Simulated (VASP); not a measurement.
# Pt in VASP: a series of runs, part 2 of 2

VASP 6.6.1. Earlier steps stand in the parts before.

## 3. Single point, r2SCAN

This run uses another cell than the first one, of 16.45 Å³/atom.

Contents of POSCAR:

```
Pt
1.0
    2.7969943295      0.0000000000      0.0000000000
   -1.3984971647      2.4222681435      0.0000000000
    0.0000000000      0.0000000000      4.8551956265
Pt
2
Direct
    0.3333333333      0.6666666667      0.2500000000
    0.6666666667      0.3333333333      0.7500000000
```

Contents of INCAR.step1:

```
ALGO = Normal ; EDIFF = 1E-5
ENCUT = 550 ; GGA = PE
GGA_COMPAT = False ; ISMEAR = -1
LASPH = True ; LCHARG = False
LREAL = False ; LWAVE = True
NBANDS = 25 ; NELM = 120
PREC = Accurate ; SIGMA = 0.05
```

Contents of INCAR.step2:

```
ALGO = Normal ; EDIFF = 1E-6
ENCUT = 550 ; GGA_COMPAT = False
ISIF = 2 ; ISMEAR = -1
ISTART = 1 ; LASPH = True
LCHARG = True ; LELF = True
LMIXTAU = True ; LREAL = False
LVHAR = True ; LWAVE = False
METAGGA = R2SCAN ; NBANDS = 25
NELM = 120 ; PREC = Accurate
SIGMA = 0.05
```

Contents of KPOINTS:

```
k-points
0
Gamma
  11 11 6
```

Potentials or basis: VASP PAW PBE potentials, release 64 (Pt_sv_GW).

The run is started by

```
> cat potpaw_PBE.64/Pt_sv_GW/POTCAR > POTCAR
> cp INCAR.step1 INCAR
> mpirun -np 1 vasp_std > vasp.out
> cp INCAR.step2 INCAR
> mpirun -np 1 vasp_std > vasp.out
```

OUTCAR:

```text
EDIFF = 1E-6
   ENCUT = 550
   ISIF = 2
   ISMEAR = -1
   ISTART = 1
   LASPH = True
   LREAL = False
   METAGGA = R2SCAN
   NELM = 120
   PREC = Accurate

 ion  position               nearest neighbor table
   1  0.333  0.667  0.250-   2 2.92   2 2.92   2 2.92   2 2.92   2 2.92   2 2.92
   2  0.667  0.333  0.750-   1 2.92   1 2.92   1 2.92   1 2.92   1 2.92   1 2.92

  LATTYP: Found a hexagonal cell.
 ALAT       =     2.7969943295
 C/A-ratio  =     1.7358618054

  Lattice vectors:

 A1 = (   2.7969943295,   0.0000000000,   0.0000000000)
 A2 = (  -1.3984971647,   2.4222681435,   0.0000000000)
 A3 = (   0.0000000000,   0.0000000000,   4.8551956265)

Analysis of symmetry for initial positions (statically):
=====================================================================
 Subroutine PRICEL returns:
 Original cell was already a primitive cell.

 Routine SETGRP: Setting up the symmetry group for a
 hexagonal supercell.

 Subroutine GETGRP returns: Found 24 space group operations
 (whereof 12 operations were pure point group operations)
 out of a pool of 24 trial point group operations.

The static configuration has the point symmetry D_3d.
 The point group associated with its full space group is D_6h.

Analysis of symmetry for dynamics (positions and initial velocities):
=====================================================================
 Subroutine PRICEL returns:
 Original cell was already a primitive cell.

 Routine SETGRP: Setting up the symmetry group for a
 hexagonal supercell.

 Subroutine GETGRP returns: Found 24 space group operations
 (whereof 12 operations were pure point group operations)
 out of a pool of 24 trial point group operations.

The dynamic configuration has the point symmetry D_3d.
 The point group associated with its full space group is D_6h.

 Subroutine INISYM returns: Found 24 space group operations
 (whereof 12 operations are pure point group operations),
 and found     1 'primitive' translations

----------------------------------------------------------------------------------------

                                     Primitive cell

  volume of cell :      32.8943

  direct lattice vectors                    reciprocal lattice vectors
     2.796994329  0.000000000  0.000000000     0.357526645  0.206418105  0.000000000
    -1.398497165  2.422268144  0.000000000     0.000000000  0.412836210  0.000000000
     0.000000000  0.000000000  4.855195626     0.000000000  0.000000000  0.205964924

  length of vectors
     2.796994329  2.796994329  4.855195626     0.412836210  0.412836210  0.205964924

  position of ions in fractional coordinates (direct lattice)
     0.333333333  0.666666667  0.250000000
     0.666666667  0.333333333  0.750000000

  ion indices of the primitive-cell ions
   primitive index   ion index
                 1           1
                 2           2

----------------------------------------------------------------------------------------

 KPOINTS: k-points

Automatic generation of k-mesh.
 Grid dimensions read from file:
 generate k-points for:   11   11    6

 Generating k-lattice:

  Cartesian coordinates                     Fractional coordinates (reciprocal lattice)
     0.032502422  0.018765282  0.000000000     0.090909091 -0.000000000  0.000000000
     0.000000000  0.037530565  0.000000000     0.000000000  0.090909091  0.000000000
     0.000000000  0.000000000  0.034327487     0.000000000  0.000000000  0.166666667

  Length of vectors
     0.037530565  0.037530565  0.034327487

  Shift w.r.t. Gamma in fractional coordinates (k-lattice)
     0.000000000  0.000000000  0.000000000

 Subroutine IBZKPT returns following result:
 ===========================================

 Found     64 irreducible k-points:

 Following reciprocal coordinates:
            Coordinates               Weight
  0.000000  0.000000  0.000000      1.000000
  0.090909  0.000000  0.000000      6.000000
  0.181818 -0.000000  0.000000      6.000000
  0.272727 -0.000000  0.000000      6.000000
  0.363636 -0.000000  0.000000      6.000000
  0.454545 -0.000000  0.000000      6.000000
[... 16 lines left out ...]
  0.090909  0.090909  0.166667     12.000000
  0.181818  0.090909  0.166667     24.000000
 [... further k-points ...]
   k-points           NKPTS =     64   k-points in BZ     NKDIM =     64   number of bands    NBANDS=     25
   number of dos      NEDOS =    301   number of ions     NIONS =      2
   total plane-waves  NPLWV =  23040
   dimension x,y,z NGX =    24 NGY =   24 NGZ =   40
   dimension x,y,z NGXF=    48 NGYF=   48 NGZF=   80
   ions per type =               2
   NGX,Y,Z   is equivalent  to a cutoff of  14.26, 14.26, 13.70 a.u.
   NGXF,Y,Z  is equivalent  to a cutoff of  28.53, 28.53, 27.39 a.u.
 SYSTEM =  unknown system
   PREC   = accura    normal or accurate (medium, high low for compatibility)
   ISTART =      1    job   : 0-new  1-cont  2-samecut
   ICHARG =      0    charge: 1-file 2-atom 10-const
   ISPIN  =      1    spin polarized calculation?
   LNONCOLLINEAR =      F non collinear calculations
   LSORBIT =      F    spin-orbit coupling
   LASPH  =      T    aspherical Exc in radial PAW
   ENCUT  =  550.0 eV  40.42 Ry    6.36 a.u.   5.35  5.35  9.28*2*pi/ulx,y,z
   NELM   =    120;   NELMIN=  2; NELMDL=  0     # of ELM steps
   EDIFF  = 0.1E-05   stopping-criterion for ELM
   LREAL  =      F    real-space projection
   EDIFFG = 0.1E-04   stopping-criterion for IOM
   NSW    =      0    number of steps for IOM
   IBRION =     -1    ionic relax: 0-MD 1-quasi-New 2-CG
   NFREE  =      0    steps in history (QN), initial steepest desc. (CG)
   ISIF   =      2    stress and relaxation
   ISYM   =      2    0-nonsym 1-usesym 2-fastsym
   POTIM  = 0.5000    time-step for ionic-motion
   TEBEG  =    0.0;   TEEND  =   0.0 temperature during run
   PSTRESS=    0.0 pullay stress
   NELECT =      36.0000    total number of electrons
   NUPDOWN=      -1.0000    fix difference up-down
   EMIN   =  10.00;   EMAX   =-10.00  energy-range for DOS
   EFERMI =   0.00;   METHOD = LEGACY
   ISMEAR =    -1;   SIGMA  =   0.05  broadening in eV -4-tet -1-fermi 0-gaus
   EFERMI_NEDOS =   21; number of points for ismear=-14 and -15
   IALGO  =     38    algorithm
   IMIX   =      4    mixing-type and parameters
     AMIX     =   0.40;   BMIX     =  1.00
     AMIX_MAG =   1.60;   BMIX_MAG =  1.00
  volume/ion in A,a.u.               =      16.45       110.99
  Fermi-wavevector in a.u.,A,eV,Ry     =   1.687079  3.188118 38.725397  2.846236
  Thomas-Fermi vector in A             =   2.769629
   LORBIT       =      0    0 simple, 1 ext, 2 COOP (PROOUT), +10 PAW based schemes
   METAGGA = R2SCAN    functional components
   LHFCALC =     F    Hartree Fock is set to
   AEXX    =    0.0000 exact exchange contribution
   IVDW    =     0    specifies the selected vdW correction
   LEPSILON=     F    determine dielectric tensor
   LRPA    =     F    only Hartree local field effects (RPA)
 non-spin polarized calculation
  energy-cutoff  :      550.00
  volume of cell :       32.89
 maximum number of plane-waves:       991
 NGX is ok and might be reduce to    24
   NGX = 11   NGY = 11   NGZ = 19

 number of electron      35.9999999 magnetization

 Free energy of the ion-electron system (eV)
  ---------------------------------------------------
  ext. energy  EPLUGINS =         0.00000000
  ---------------------------------------------------
  free energy    TOTEN  =      -102.60184933 eV

  energy without entropy =     -102.56774908  energy(sigma->0) =     -102.58479920

 E-fermi :   8.9316     XC(G=0): -14.6043

 val. band max:        8.9305541895   @ k =   0.3636   0.0909   0.0000
 cond. band min:       8.9362674542   @ k =   0.2727   0.2727   0.5000
 fundamental gap:      0.0057132647
 Fermi energy:         8.9316196866

 k-point     1 :       0.0000    0.0000    0.0000
  band No.  band energies     occupation
      1     -91.3650      2.00000
      2     -91.3468      2.00000
      3     -45.0250      2.00000
      4     -44.8517      2.00000
      5     -44.8517      2.00000
      6     -44.8146      2.00000
[... 17 lines left out ...]
     24      27.0274      0.00000
     25      30.4742      0.00000
[... 621 lines left out ...]
      3     -45.0152      2.00000
      4     -44.9872      2.00000
      5     -44.9425      2.00000
      6     -44.8967      2.00000
[... 17 lines left out ...]
     24      26.1927      0.00000
     25      27.0233      0.00000

 [... further k-points ...]

------------------------ aborting loop because EDIFF is reached ----------------------------------------

  FORCE on cell =-STRESS in cart. coord.  units (eV):
  Direction    XX          YY          ZZ          XY          YZ          ZX
  --------------------------------------------------------------------------------------
  -------------------------------------------------------------------------------------
  Total       -3.4661459     -3.4661459     -3.0533511     -0.0000000      0.0000000      0.0000000
  in kB     -168.8250515   -168.8250514   -148.7191164     -0.0000000      0.0000000      0.0000000
  external PRESSURE =    -162.1230731 kB  Pullay stress =       0.0000000 kB

 VOLUME and BASIS-vectors are now :
 -----------------------------------------------------------------------------
  energy-cutoff  :      550.00
  volume of cell :       32.89
      direct lattice vectors                 reciprocal lattice vectors
     2.796994329  0.000000000  0.000000000     0.357526645  0.206418105  0.000000000
    -1.398497165  2.422268144  0.000000000     0.000000000  0.412836210  0.000000000
     0.000000000  0.000000000  4.855195626     0.000000000  0.000000000  0.205964924

 POSITION                                       TOTAL-FORCE (eV/Angst)
 -----------------------------------------------------------------------------------
     -0.00000      1.61485      1.21380         0.000000      0.000000      0.000000
      1.39850      0.80742      3.64140        -0.000000      0.000000      0.000000
 -----------------------------------------------------------------------------------
    total drift:                               -0.000000      0.000000     -0.000000

  FREE ENERGIE OF THE ION-ELECTRON SYSTEM (eV)
  ---------------------------------------------------
  free  energy   TOTEN  =      -102.6018493304 eV

  energy  without entropy=     -102.5677490796  energy(sigma->0) =     -102.58479920
```

It took 72 s on 1 thread of Intel Xeon 6975P-C (Granite Rapids), shared host; peak memory 0.2 GiB.

What came out:

```yaml
Free_energy: -102.6018 eV
Pressure: -16.2 GPa
Band_gap_on_the_k_mesh: zero (bands 18 and 19 overlap by 1.20 eV)
```

Stress tensor (GPa, compression positive):
```
-16.88   0.00   0.00
  0.00 -16.88   0.00
  0.00   0.00 -14.87
```

Caveat: the cell stands under tension; the PAW data sets were made with another functional, which shifts forces and pressure a little; spin-orbit coupling is left out, which moves the levels of the heavy elements.

## 4. Single point, HSE06

Contents of POSCAR:

```
Pt
1.0
    2.7606656158      0.0000000000      0.0000000000
   -1.3803328079      2.3908065546      0.0000000000
    0.0000000000      0.0000000000      4.7921340000
Pt
2
Direct
    0.3333333333      0.6666666667      0.2500000000
    0.6666666667      0.3333333333      0.7500000000
```

Contents of INCAR.step1:

```
ALGO = Normal ; EDIFF = 1E-5
ENCUT = 520 ; GGA = PE
ISIF = 2 ; ISMEAR = 0
LASPH = T ; LCHARG = F
LREAL = F ; LWAVE = T
NBANDS = 17 ; NELM = 100
PREC = Accurate ; SIGMA = 0.1
```

Contents of INCAR.step2:

```
ALGO = Normal ; EDIFF = 1E-6
ENCUT = 520 ; GGA = PE
HFSCREEN = 0.2079 ; ISIF = 2
ISMEAR = 0 ; ISTART = 1
LASPH = T ; LCHARG = F
LHFCALC = T ; LREAL = F
LWAVE = F ; NBANDS = 17
NELM = 100 ; PREC = Accurate
PRECFOCK = Normal ; SIGMA = 0.1
```

Contents of KPOINTS:

```
k-points
0
Gamma
  6 6 3
```

Potentials or basis: VASP PAW PBE potentials, release 64 (Pt).

The run is started by

```
> cat potpaw_PBE.64/Pt/POTCAR > POTCAR
> cp INCAR.step1 INCAR
> mpirun -np 1 vasp_std > vasp.out
> cp INCAR.step2 INCAR
> mpirun -np 1 vasp_std > vasp.out
```

Run time: 18 min. Hardware: 1 thread of Intel Xeon Platinum 8259CL at 2.50GHz (Skylake/Cascade Lake), shared host; peak memory 0.26 GiB.

Results (log left out):

```
Free energy            : -13.8785 eV
Pressure               : -10.2 GPa
Band gap on the k mesh : zero (bands 10 and 11 overlap by 1.52 eV)
```

Stress tensor (GPa, compression positive):
```
-10.87   0.00   0.00
  0.00 -10.87   0.00
  0.00   0.00  -8.89
```

Levels at points of the mesh, in eV from the Fermi level:
| k point | band 9 | band 10 | band 11 | band 12 | band 13 | band 14 |
| --- | --- | --- | --- | --- | --- | --- |
| (0.00, 0.00, 0.00) | -2.27 | -0.44 | -0.44 | -0.39 | 5.96 | 16.67 |
| (0.50, 0.00, 0.00) | 0.58 | 0.78 | 2.94 | 4.68 | 8.65 | 10.05 |

Caveat: the k points lie up to 0.44 Å⁻¹ apart, too coarse for converged energies and pressures of a metal; the PAW data sets were made with another functional, which shifts forces and pressure a little; spin-orbit coupling is left out, which moves the levels of the heavy elements.

## 5. Single point, HSE06

POSCAR is that of step 4.

Contents of INCAR.step1:

```
SYSTEM = Pt
PREC     = Accurate       ! precision mode
ENCUT    = 520            ! plane-wave cutoff, eV
EDIFF    = 1E-5           ! SCF threshold, eV
ISMEAR   = 0              ! smearing method
SIGMA    = 0.1            ! smearing width, eV
LREAL    = .FALSE.        ! projectors in reciprocal space
LASPH    = .TRUE.         ! aspherical terms in the spheres
NELM     = 80             ! most SCF steps
ALGO     = Normal         ! electronic algorithm
ISIF     = 2              ! what is computed and relaxed
LWAVE    = .TRUE.         ! write WAVECAR
LCHARG   = .FALSE.        ! write CHGCAR
GGA      = PE             ! functional
NBANDS   = 17             ! bands
```

Contents of INCAR.step2:

```
SYSTEM = Pt
PREC     = Accurate       ! precision mode
ENCUT    = 520            ! plane-wave cutoff, eV
EDIFF    = 1E-6           ! SCF threshold, eV
ISMEAR   = 0              ! smearing method
SIGMA    = 0.1            ! smearing width, eV
LREAL    = .FALSE.        ! projectors in reciprocal space
LASPH    = .TRUE.         ! aspherical terms in the spheres
NELM     = 80             ! most SCF steps
ALGO     = Normal         ! electronic algorithm
ISIF     = 2              ! what is computed and relaxed
LWAVE    = .FALSE.        ! write WAVECAR
LCHARG   = .FALSE.        ! write CHGCAR
GGA      = PE             ! functional
LHFCALC  = .TRUE.         ! exact exchange
HFSCREEN = 0.2079         ! screening, 1/A
PRECFOCK = Normal       
ISTART   = 1            
NBANDS   = 17             ! bands
```

Contents of KPOINTS:

```
regular mesh
0
G
  6 6 3
  0 0 0
```

The run is started by

```
> cat potpaw_PBE.64/Pt/POTCAR > POTCAR
> cp INCAR.step1 INCAR
> mpirun -np 1 vasp_std > vasp.out
> cp INCAR.step2 INCAR
> mpirun -np 1 vasp_std > vasp.out
```

Wall time 19 min (1 thread of Intel Xeon Platinum 8259CL at 2.50GHz (Skylake/Cascade Lake), shared host); peak memory 0.26 GiB.

The run converged. Its results:

| Property | Result |
| --- | --- |
| Free energy | -13.8785 eV |
| Pressure | -10.2 GPa |
| Band gap on the k mesh | zero (bands 10 and 11 overlap by 1.52 eV) |

Stress tensor (GPa, compression positive):
```
-10.87   0.00   0.00
  0.00 -10.87   0.00
  0.00   0.00  -8.89
```

Levels at points of the mesh, in eV from the Fermi level:
| k point | band 8 | band 9 | band 10 | band 11 | band 12 | band 13 | band 14 | band 15 |
| --- | --- | --- | --- | --- | --- | --- | --- | --- |
| (0.00, 0.00, 0.00) | -2.27 | -2.27 | -0.44 | -0.44 | -0.39 | 5.96 | 16.67 | 17.25 |
| (0.50, 0.00, 0.00) | -0.29 | 0.58 | 0.78 | 2.94 | 4.68 | 8.65 | 10.05 | 11.18 |

Caveat: the k points lie up to 0.44 Å⁻¹ apart, too coarse for converged energies and pressures of a metal; the PAW data sets were made with another functional, which shifts forces and pressure a little; spin-orbit coupling is left out, which moves the levels of the heavy elements.

## 6. Single point, PBEsol

Contents of INCAR:

```
SYSTEM = Pt
ALGO = Normal ; EDIFF = 1E-6
ENCUT = 520 ; GGA = PS
ISIF = 2 ; ISMEAR = -1
LASPH = .True. ; LCHARG = .True.
LELF = .True. ; LREAL = .False.
LVHAR = .True. ; LWAVE = .False.
NBANDS = 17 ; NELM = 100
PREC = Accurate ; SIGMA = 0.05
```

Contents of KPOINTS:

```
k-points
0
Gamma
  6 6 3
  0 0 0
```

POSCAR is that of step 5.

Potentials or basis: VASP PAW PBE potentials, release 64 (Pt).

The run is started by

```
> cat potpaw_PBE.64/Pt/POTCAR > POTCAR
> mpirun -np 1 vasp_std > vasp.out
```

Run time: 8 s. Hardware: 1 thread of Intel Xeon Platinum 8259CL at 2.50GHz (Skylake/Cascade Lake), shared host; peak memory 0.15 GiB.

The run converged. Its results:

| Quantity | Value |
| --- | --- |
| Free energy | -13.9261 eV |
| Pressure | -12.3 GPa |
| Band gap on the k mesh | zero (bands 10 and 11 overlap by 1.01 eV) |

Stress tensor (GPa, compression positive):
```
-11.73   0.00   0.00
  0.00 -11.73   0.00
  0.00   0.00 -13.44
```

Levels at points of the mesh, in eV from the Fermi level:
```tsv
k point	band 6	band 7	band 8	band 9	band 10	band 11	band 12	band 13	band 14	band 15
(0.00, 0.00, 0.00)	-3.00	-3.00	-1.79	-1.79	-0.79	-0.21	-0.21	4.62	15.14	15.68
(0.50, 0.00, 0.00)	-2.94	-2.62	0.01	0.35	0.55	2.26	3.74	7.25	8.76	9.47
```

Caveat: the k points lie up to 0.44 Å⁻¹ apart, too coarse for converged energies and pressures of a metal; the PAW data sets were made with another functional, which shifts forces and pressure a little; spin-orbit coupling is left out, which moves the levels of the heavy elements.

## 7. Summary

| level | potentials or basis | cell | k mesh | cutoff (eV) | smearing | grid for exact exchange (PRECFOCK) | share of exact exchange | screening parameter | gap on the mesh (eV) | pressure (GPa) |
| --- | --- | --- | --- | --- | --- | --- | --- | --- | --- | --- |
| r2SCAN | VASP PAW PBE potentials, release 64 (Pt_sv_GW) | a = 2.761, b = 2.761, c = 4.792 Å, angles 90.0, 90.0, 120.0°, 2 atoms, atomic positions A | 8 × 8 × 4 | 550 | gaussian 0.025 eV | - | - | - | none | -7.8 |
| r2SCAN | VASP PAW PBE potentials, release 64 (Pt_sv_GW) | a = 2.797, b = 2.797, c = 4.855 Å, angles 90.0, 90.0, 120.0°, 2 atoms, atomic positions B | 11 × 11 × 6 | 550 | fermi-dirac 0.05 eV | - | - | - | none | -16.2 |
| HSE06 | VASP PAW PBE potentials, release 64 (Pt) | a = 2.761, b = 2.761, c = 4.792 Å, angles 90.0, 90.0, 120.0°, 2 atoms, atomic positions B | 6 × 6 × 3 | 520 | gaussian 0.1 eV | Normal | 0.25 | 0.2079 1/Å | none | -10.2 |
| PBEsol | VASP PAW PBE potentials, release 64 (Pt) | a = 2.761, b = 2.761, c = 4.792 Å, angles 90.0, 90.0, 120.0°, 2 atoms, atomic positions B | 6 × 6 × 3 | 520 | fermi-dirac 0.05 eV | - | - | - | none | -12.3 |

Alike in all rows: task single point; no spin polarisation.

Caveats: some runs use coarse meshes; the PAW data sets were made with another functional, which shifts forces and pressure a little; spin-orbit coupling is left out, which moves the levels of the heavy elements; the cell stands under tension (at least some runs).

Total energies depend on the potentials used, so only differences within one code and one set of settings carry meaning.
